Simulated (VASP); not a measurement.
# Ag (P6_3/mmc) in VASP: a series of runs, part 2 of 2

VASP 6.6.1. The steps go on from the part before.

## (4) Single point, r2SCAN (strain -0.080 along x and y, +0.000 along z)

Contents of POSCAR:

```
Ag
1.0
    2.6955982340      0.0000000000      0.0000000000
   -1.3477991170      2.3344565490      0.0000000000
    0.0000000000      0.0000000000      4.7900000000
Ag
2
Direct
    0.3333333333      0.6666666667      0.2500000000
    0.6666666667      0.3333333333      0.7500000000
```

Contents of INCAR.step1:

```
SYSTEM = Ag
ALGO     = Normal         ! electronic algorithm
EDIFF    = 1E-4           ! SCF threshold, eV
ENCUT    = 520            ! plane-wave cutoff, eV
GGA      = PE             ! functional
ISMEAR   = 0              ! smearing method
LASPH    = .True.         ! aspherical terms in the spheres
LCHARG   = .False.        ! write CHGCAR
LREAL    = .False.        ! projectors in reciprocal space
LWAVE    = .True.         ! write WAVECAR
NBANDS   = 18             ! bands
NELM     = 60             ! most SCF steps
PREC     = Accurate       ! precision mode
SIGMA    = 0.15           ! smearing width, eV
```

Contents of INCAR.step2:

```
SYSTEM = Ag
ALGO     = Normal         ! electronic algorithm
EDIFF    = 1E-7           ! SCF threshold, eV
ENCUT    = 520            ! plane-wave cutoff, eV
ISIF     = 2              ! what is computed and relaxed
ISMEAR   = 0              ! smearing method
ISTART   = 1            
LASPH    = .True.         ! aspherical terms in the spheres
LCHARG   = .False.        ! write CHGCAR
LMIXTAU  = .True.       
LREAL    = .False.        ! projectors in reciprocal space
LWAVE    = .False.        ! write WAVECAR
METAGGA  = R2SCAN         ! meta-GGA
NBANDS   = 18             ! bands
NELM     = 60             ! most SCF steps
PREC     = Accurate       ! precision mode
SIGMA    = 0.15           ! smearing width, eV
```

Contents of KPOINTS:

```
k-points
0
Gamma
  18 18 10
  0 0 0
```

Potentials or basis: VASP PAW PBE potentials, release 64 (Ag).

On the command line:

```
cat potpaw_PBE.64/Ag/POTCAR > POTCAR
cp INCAR.step1 INCAR
mpirun -np 1 vasp_std > vasp.out
cp INCAR.step2 INCAR
mpirun -np 1 vasp_std > vasp.out
```

OUTCAR:

```text
SYSTEM = Ag
   EDIFF = 1E-7
   ENCUT = 520
   ISIF = 2
   ISMEAR = 0
   ISTART = 1
   LASPH = .True.
   LREAL = .False.
   METAGGA = R2SCAN
   NELM = 60
   PREC = Accurate

 ion  position               nearest neighbor table
   1  0.333  0.667  0.250-   2 2.86   2 2.86   2 2.86   2 2.86   2 2.86   2 2.86
   2  0.667  0.333  0.750-   1 2.86   1 2.86   1 2.86   1 2.86   1 2.86   1 2.86

  LATTYP: Found a hexagonal cell.
 ALAT       =     2.6955982340
 C/A-ratio  =     1.7769710410

  Lattice vectors:

[... 694 lines left out ...]
------------------------ aborting loop because EDIFF is reached ----------------------------------------

  FORCE on cell =-STRESS in cart. coord.  units (eV):
  Direction    XX          YY          ZZ          XY          YZ          ZX
  --------------------------------------------------------------------------------------
  -------------------------------------------------------------------------------------
  Total        5.3657398      5.3657398      2.4045339      0.0000000      0.0000000      0.0000000
  in kB      285.2093223    285.2093223    127.8100527      0.0000000      0.0000000      0.0000000
  external PRESSURE =     232.7428991 kB  Pullay stress =       0.0000000 kB

 VOLUME and BASIS-vectors are now :
 -----------------------------------------------------------------------------
  energy-cutoff  :      520.00
  volume of cell :       30.14
      direct lattice vectors                 reciprocal lattice vectors
     2.695598234  0.000000000  0.000000000     0.370975165  0.214182611  0.000000000
    -1.347799117  2.334456549  0.000000000     0.000000000  0.428365223  0.000000000
     0.000000000  0.000000000  4.790000000     0.000000000  0.000000000  0.208768267

 POSITION                                       TOTAL-FORCE (eV/Angst)
 -----------------------------------------------------------------------------------
     -0.00000      1.55630      1.19750         0.000000      0.000000      0.000000
      1.34780      0.77815      3.59250        -0.000000     -0.000000      0.000000
 -----------------------------------------------------------------------------------
    total drift:                               -0.000000      0.000000     -0.000000

  FREE ENERGIE OF THE ION-ELECTRON SYSTEM (eV)
  ---------------------------------------------------
  free  energy   TOTEN  =       -42.3596938582 eV

  energy  without entropy=      -42.3509190629  energy(sigma->0) =      -42.35530646
```

OSZICAR.step1:

```text
N       E                     dE             d eps       ncg     rms          rms(c)
DAV:   1     0.129095033530E+03    0.12910E+03   -0.12001E+04  8016   0.124E+03
DAV:   2    -0.341150699713E+01   -0.13251E+03   -0.12628E+03  8314   0.278E+02
DAV:   3    -0.555078751176E+01   -0.21393E+01   -0.21318E+01  9138   0.397E+01
DAV:   4    -0.555711157207E+01   -0.63241E-02   -0.63236E-02  8712   0.211E+00
DAV:   5    -0.555715977347E+01   -0.48201E-04   -0.48202E-04  8794   0.196E-01    0.106E+01
DAV:   6    -0.502185913586E+01    0.53530E+00   -0.11044E+00  8300   0.118E+01    0.655E+00
DAV:   7    -0.498998382784E+01    0.31875E-01   -0.29890E-02  8646   0.185E+00    0.308E+00
DAV:   8    -0.498285931182E+01    0.71245E-02   -0.25912E-03  8276   0.406E-01    0.171E-01
DAV:   9    -0.498287529725E+01   -0.15985E-04   -0.10680E-05  4866   0.289E-02
   1 F= -.49828753E+01 E0= -.49779956E+01  d E =-.975942E-02
```

It took 9.9 min on 1 thread of Intel Xeon 8259CL, shared host; peak memory 0.23 GiB.

Results:

```
Free energy            : -42.3597 eV
Pressure               : 23.3 GPa
Band gap on the k mesh : zero (bands 11 and 12 overlap by 8.98 eV)
```

Stress tensor (GPa, compression positive):
```
28.52  0.00  0.00
 0.00 28.52  0.00
 0.00  0.00 12.78
```

Levels at points of the mesh, in eV from the Fermi level:
| k point | band 9 | band 10 | band 11 | band 12 | band 13 | band 14 |
| --- | --- | --- | --- | --- | --- | --- |
| (0.00, 0.00, 0.00) | -4.51 | -3.59 | -3.59 | -1.45 | 3.17 | 16.94 |
| (0.50, 0.00, 0.00) | -3.14 | -3.04 | 0.29 | 2.22 | 7.43 | 7.53 |
| (0.00, 0.00, 0.50) | -3.94 | -3.94 | -3.94 | -3.94 | 10.57 | 10.57 |
| (0.50, 0.00, 0.50) | -3.08 | -3.08 | 0.75 | 0.75 | 5.77 | 5.77 |

Caveat: the cell differs from its parent crystal (strain -0.080 along x and y, +0.000 along z); the stress differs along the axes, from 13 to 29 GPa; the PAW data sets were made with another functional, which shifts forces and pressure a little.

## (5) Single point, r2SCAN (strain -0.040 along x and y, -0.080 along z)

Contents of POSCAR:

```
Ag
1.0
    2.8127981572      0.0000000000      0.0000000000
   -1.4063990786      2.4359546599      0.0000000000
    0.0000000000      0.0000000000      4.4068000000
Ag
2
Direct
    0.3333333333      0.6666666667      0.2500000000
    0.6666666667      0.3333333333      0.7500000000
```

Contents of INCAR.step1:

```
PREC = Accurate
ENCUT = 520
ISMEAR = 0
SIGMA = 0.15
LREAL = F
LASPH = T
NELM = 100
NBANDS = 18
GGA = PE
ALGO = Normal
EDIFF = 1E-4
LWAVE = T
LCHARG = F
```

Contents of INCAR.step2:

```
PREC = Accurate
ENCUT = 520
EDIFF = 1E-7
ISMEAR = 0
SIGMA = 0.15
LREAL = F
LASPH = T
NELM = 100
ALGO = Normal
ISIF = 2
LWAVE = F
LCHARG = F
METAGGA = R2SCAN
LMIXTAU = T
NBANDS = 18
ISTART = 1
```

Contents of KPOINTS:

```
regular mesh
0
Gamma
  18 18 10
```

Potentials or basis: VASP PAW PBE potentials, release 64 (Ag).

On the command line:

```
cat potpaw_PBE.64/Ag/POTCAR > POTCAR
cp INCAR.step1 INCAR
mpirun -np 1 vasp_std > vasp.out
cp INCAR.step2 INCAR
mpirun -np 1 vasp_std > vasp.out
```

OUTCAR:

```text
PREC = Accurate
   ENCUT = 520
   EDIFF = 1E-7
   ISMEAR = 0
   LREAL = F
   LASPH = T
   NELM = 100
   ISIF = 2
   METAGGA = R2SCAN
   ISTART = 1

 ion  position               nearest neighbor table
   1  0.333  0.667  0.250-   2 2.74   2 2.74   2 2.74   2 2.74   2 2.74   2 2.74
   2  0.667  0.333  0.750-   1 2.74   1 2.74   1 2.74   1 2.74   1 2.74   1 2.74

  LATTYP: Found a hexagonal cell.
 ALAT       =     2.8127981572
 C/A-ratio  =     1.5666961345

  Lattice vectors:

 A1 = (   2.8127981572,   0.0000000000,   0.0000000000)
 A2 = (  -1.4063990786,   2.4359546599,   0.0000000000)
 A3 = (   0.0000000000,   0.0000000000,   4.4068000000)

Analysis of symmetry for initial positions (statically):
=====================================================================
 Subroutine PRICEL returns:
 Original cell was already a primitive cell.

 Routine SETGRP: Setting up the symmetry group for a
 hexagonal supercell.

 Subroutine GETGRP returns: Found 24 space group operations
 (whereof 12 operations were pure point group operations)
 out of a pool of 24 trial point group operations.
[... 162 lines left out ...]
  free energy    TOTEN  =       -42.42805078 eV

  energy without entropy =      -42.42188366  energy(sigma->0) =      -42.42496722

 E-fermi :  10.2329     XC(G=0): -13.8368

 val. band max:       10.2116424853   @ k =   0.2222   0.1667   0.4000
 cond. band min:      10.2467093433   @ k =   0.0556   0.0000   0.0000
 fundamental gap:      0.0350668580
 Fermi energy:        10.2328524124

 k-point     1 :       0.0000    0.0000    0.0000
  band No.  band energies     occupation
      1       1.2946      2.00000
      2       2.6537      2.00000
      3       4.7012      2.00000
      4       4.7012      2.00000
      5       4.8118      2.00000
      6       5.0572      2.00000
[... 481 lines left out ...]
      5       5.0707      2.00000
      6       5.2170      2.00000
[... 10 lines left out ...]
     17      22.8012      0.00000
     18      26.6584      0.00000

 [... further k-points ...]

------------------------ aborting loop because EDIFF is reached ----------------------------------------

  FORCE on cell =-STRESS in cart. coord.  units (eV):
  Direction    XX          YY          ZZ          XY          YZ          ZX
  --------------------------------------------------------------------------------------
  -------------------------------------------------------------------------------------
  Total        3.6183034      3.6183034      5.0569779      0.0000000      0.0000000      0.0000000
  in kB      191.9925836    191.9925836    268.3307995      0.0000000      0.0000000      0.0000000
  external PRESSURE =     217.4386556 kB  Pullay stress =       0.0000000 kB

 VOLUME and BASIS-vectors are now :
 -----------------------------------------------------------------------------
  energy-cutoff  :      520.00
  volume of cell :       30.19
      direct lattice vectors                 reciprocal lattice vectors
     2.812798157  0.000000000  0.000000000     0.355517867  0.205258336  0.000000000
    -1.406399079  2.435954660  0.000000000     0.000000000  0.410516672  0.000000000
     0.000000000  0.000000000  4.406800000     0.000000000  0.000000000  0.226922030

 POSITION                                       TOTAL-FORCE (eV/Angst)
 -----------------------------------------------------------------------------------
     -0.00000      1.62397      1.10170        -0.000000      0.000000      0.000000
      1.40640      0.81198      3.30510         0.000000      0.000000      0.000000
 -----------------------------------------------------------------------------------
    total drift:                               -0.000000      0.000000     -0.000000

  FREE ENERGIE OF THE ION-ELECTRON SYSTEM (eV)
  ---------------------------------------------------
  free  energy   TOTEN  =       -42.4280507835 eV

  energy  without entropy=      -42.4218836621  energy(sigma->0) =      -42.42496722
```

OSZICAR.step1:

```text
N       E                     dE             d eps       ncg     rms          rms(c)
DAV:   1     0.129496748218E+03    0.12950E+03   -0.11981E+04  8008   0.124E+03
DAV:   2    -0.347041630745E+01   -0.13297E+03   -0.12666E+03  8240   0.278E+02
DAV:   3    -0.561337939623E+01   -0.21430E+01   -0.21367E+01  9204   0.397E+01
DAV:   4    -0.561969470507E+01   -0.63153E-02   -0.63148E-02  8874   0.211E+00
DAV:   5    -0.561974261728E+01   -0.47912E-04   -0.47911E-04  8808   0.195E-01    0.105E+01
DAV:   6    -0.509190073892E+01    0.52784E+00   -0.10885E+00  8228   0.117E+01    0.643E+00
DAV:   7    -0.506007726072E+01    0.31823E-01   -0.31681E-02  8848   0.191E+00    0.305E+00
DAV:   8    -0.505298741360E+01    0.70898E-02   -0.25795E-03  8232   0.405E-01    0.179E-01
DAV:   9    -0.505299412926E+01   -0.67157E-05   -0.11264E-05  5128   0.303E-02
   1 F= -.50529941E+01 E0= -.50496724E+01  d E =-.664342E-02
```

Wall time 9.7 min (1 thread of Intel Xeon 8259CL, shared host); peak memory 0.24 GiB.

What came out:

```
Free energy            : -42.4281 eV
Pressure               : 21.7 GPa
Band gap on the k mesh : zero (bands 11 and 12 overlap by 8.31 eV)
```

Levels at points of the mesh, in eV from the Fermi level:
```csv
k point,band 7,band 8,band 9,band 10,band 11,band 12,band 13,band 14,band 15,band 16
"(0.00, 0.00, 0.00)",-5.18,-4.97,-4.97,-3.50,-3.50,-0.30,5.10,16.28,19.07,19.50
"(0.50, 0.00, 0.00)",-4.52,-3.47,-3.24,-3.16,-0.04,1.74,8.11,8.32,11.28,11.29
"(0.00, 0.00, 0.50)",-5.19,-5.19,-3.88,-3.88,-3.88,-3.88,13.52,13.52,16.81,16.81
"(0.50, 0.00, 0.50)",-3.58,-3.58,-3.32,-3.32,0.65,0.65,5.45,5.45,14.97,14.97
```

Caveat: the cell differs from its parent crystal (strain -0.040 along x and y, -0.080 along z); the stress differs along the axes, from 19 to 27 GPa; the PAW data sets were made with another functional, which shifts forces and pressure a little.

## (6) Single point, r2SCAN (strain -0.080 along x and y, +0.040 along z)

Contents of POSCAR:

```
Ag
1.0
    2.6955982340      0.0000000000      0.0000000000
   -1.3477991170      2.3344565490      0.0000000000
    0.0000000000      0.0000000000      4.9816000000
Ag
2
Direct
    0.3333333333      0.6666666667      0.2500000000
    0.6666666667      0.3333333333      0.7500000000
```

Contents of INCAR.step1:

```
  PREC = Accurate
  ENCUT = 520
  ISMEAR = 0
  SIGMA = 0.15
  LREAL = False
  LASPH = True
  NELM = 80
  NBANDS = 18
  GGA = PE
  ALGO = Normal
  EDIFF = 1E-4
  LWAVE = True
  LCHARG = False
```

Contents of INCAR.step2:

```
  PREC = Accurate
  ENCUT = 520
  EDIFF = 1E-7
  ISMEAR = 0
  SIGMA = 0.15
  LREAL = False
  LASPH = True
  NELM = 80
  ALGO = Normal
  ISIF = 2
  LWAVE = False
  LCHARG = False
  METAGGA = R2SCAN
  LMIXTAU = True
  NBANDS = 18
  ISTART = 1
```

Contents of KPOINTS:

```
Automatic mesh
0
Gamma
  18 18 10
```

Potentials or basis: VASP PAW PBE potentials, release 64 (Ag).

On the command line:

```
cat potpaw_PBE.64/Ag/POTCAR > POTCAR
cp INCAR.step1 INCAR
mpirun -np 1 vasp_std > vasp.out
cp INCAR.step2 INCAR
mpirun -np 1 vasp_std > vasp.out
```

Run time: 12 min. Hardware: 1 thread of Intel Xeon 8259CL, shared host; peak memory 0.23 GiB.

Results (log left out):

* Free energy: -42.4191 eV
* Pressure: 16.9 GPa
* Band gap on the k mesh: zero (bands 11 and 12 overlap by 8.99 eV)

Stress tensor (GPa, compression positive):
```
23.69  0.00  0.00
 0.00 23.69  0.00
 0.00  0.00  3.44
```

Levels at points of the mesh, in eV from the Fermi level:
```
           k point  band 9  band 10  band 11  band 12  band 13  band 14
(0.00, 0.00, 0.00)   -4.34    -3.61    -3.61    -1.60     2.34    15.78
(0.50, 0.00, 0.00)   -3.08    -3.01     0.35     2.20     7.03     7.15
(0.00, 0.00, 0.50)   -3.91    -3.91    -3.91    -3.91     9.38     9.38
(0.50, 0.00, 0.50)   -3.04    -3.04     0.81     0.81     5.59     5.59
```

Caveat: the cell differs from its parent crystal (strain -0.080 along x and y, +0.040 along z); the stress differs along the axes, from 3 to 24 GPa; the PAW data sets were made with another functional, which shifts forces and pressure a little.

## (7) Single point, r2SCAN (strain -0.040 along x and y, -0.040 along z)

Contents of POSCAR:

```
Ag
1.0
    2.8127981572      0.0000000000      0.0000000000
   -1.4063990786      2.4359546599      0.0000000000
    0.0000000000      0.0000000000      4.5984000000
Ag
2
Direct
    0.3333333333      0.6666666667      0.2500000000
    0.6666666667      0.3333333333      0.7500000000
```

Contents of INCAR.step1:

```
ALGO     = Normal         # electronic algorithm
EDIFF    = 1E-4           # SCF threshold, eV
ENCUT    = 520            # plane-wave cutoff, eV
GGA      = PE             # functional
ISMEAR   = 0              # smearing method
LASPH    = True           # aspherical terms in the spheres
LCHARG   = False          # write CHGCAR
LREAL    = False          # projectors in reciprocal space
LWAVE    = True           # write WAVECAR
NBANDS   = 18             # bands
NELM     = 100            # most SCF steps
PREC     = Accurate       # precision mode
SIGMA    = 0.15           # smearing width, eV
```

Contents of INCAR.step2:

```
ALGO     = Normal         # electronic algorithm
EDIFF    = 1E-6           # SCF threshold, eV
ENCUT    = 520            # plane-wave cutoff, eV
ISIF     = 2              # what is computed and relaxed
ISMEAR   = 0              # smearing method
ISTART   = 1            
LASPH    = True           # aspherical terms in the spheres
LCHARG   = True           # write CHGCAR
LELF     = True           # ELF
LMIXTAU  = True         
LREAL    = False          # projectors in reciprocal space
LVHAR    = True         
LWAVE    = False          # write WAVECAR
METAGGA  = R2SCAN         # meta-GGA
NBANDS   = 18             # bands
NELM     = 100            # most SCF steps
PREC     = Accurate       # precision mode
SIGMA    = 0.15           # smearing width, eV
```

Contents of KPOINTS:

```
k-points
0
Gamma
  18 18 10
```

On the command line:

```
cat potpaw_PBE.64/Ag/POTCAR > POTCAR
cp INCAR.step1 INCAR
mpirun -np 1 vasp_std > vasp.out
cp INCAR.step2 INCAR
mpirun -np 1 vasp_std > vasp.out
```

Run time: 7.7 min. Hardware: 1 thread of Intel Xeon 8259CL, shared host; peak memory 0.24 GiB.

The run converged. Its results:

| Property | Result |
| --- | --- |
| Free energy | -42.5893 eV |
| Pressure | 13.2 GPa |
| Band gap on the k mesh | zero (bands 11 and 12 overlap by 8.34 eV) |

Stress tensor (GPa, compression positive):
```
13.12  0.00  0.00
 0.00 13.12  0.00
 0.00  0.00 13.21
```

Levels at points of the mesh, in eV from the Fermi level:
```
           k point  band 8  band 9  band 10  band 11  band 12  band 13  band 14  band 15
(0.00, 0.00, 0.00)   -4.65   -4.65    -3.47    -3.47    -0.57     4.17    16.53    18.60
(0.50, 0.00, 0.00)   -3.30   -3.25    -3.14     0.11     1.82     7.62     7.82    10.56
(0.00, 0.00, 0.50)   -5.11   -3.83    -3.83    -3.83    -3.83    12.19    12.19    16.96
(0.50, 0.00, 0.50)   -3.52   -3.20    -3.20     0.76     0.76     5.27     5.27    14.90
```

Caveat: the cell differs from its parent crystal (strain -0.040 along x and y, -0.040 along z); the cell stands under pressure; the PAW data sets were made with another functional, which shifts forces and pressure a little.

## (8) Overview

```tsv
cell	gap on the mesh (eV)	pressure (GPa)
a = 2.696, b = 2.696, c = 4.407 Å, angles 90.0, 90.0, 120.0°, 2 atoms	none	43.8
a = 2.696, b = 2.696, c = 4.598 Å, angles 90.0, 90.0, 120.0°, 2 atoms	none	32.0
a = 2.696, b = 2.696, c = 4.790 Å, angles 90.0, 90.0, 120.0°, 2 atoms	none	23.3
a = 2.813, b = 2.813, c = 4.407 Å, angles 90.0, 90.0, 120.0°, 2 atoms	none	21.7
a = 2.696, b = 2.696, c = 4.982 Å, angles 90.0, 90.0, 120.0°, 2 atoms	none	16.9
a = 2.813, b = 2.813, c = 4.598 Å, angles 90.0, 90.0, 120.0°, 2 atoms	none	13.2
```

Alike in all rows: task single point; level r2SCAN; potentials or basis VASP PAW PBE potentials, release 64 (Ag); no spin polarisation; k mesh 18 × 18 × 10; cutoff (eV) 520; smearing gaussian 0.15 eV.

Caveats: the PAW data sets were made with another functional, which shifts forces and pressure a little; the cell stands under pressure (at least some runs); the stress differs along the axes, from 26 to 35 GPa (at least some runs); the stress differs along the axes, from 13 to 29 GPa (at least some runs); the stress differs along the axes, from 19 to 27 GPa (at least some runs); the stress differs along the axes, from 3 to 24 GPa (at least some runs).

Absolute energies hang on the potentials; compare differences alone.

The gap in the log of VASP goes by the Fermi energy; the results here count the filled bands.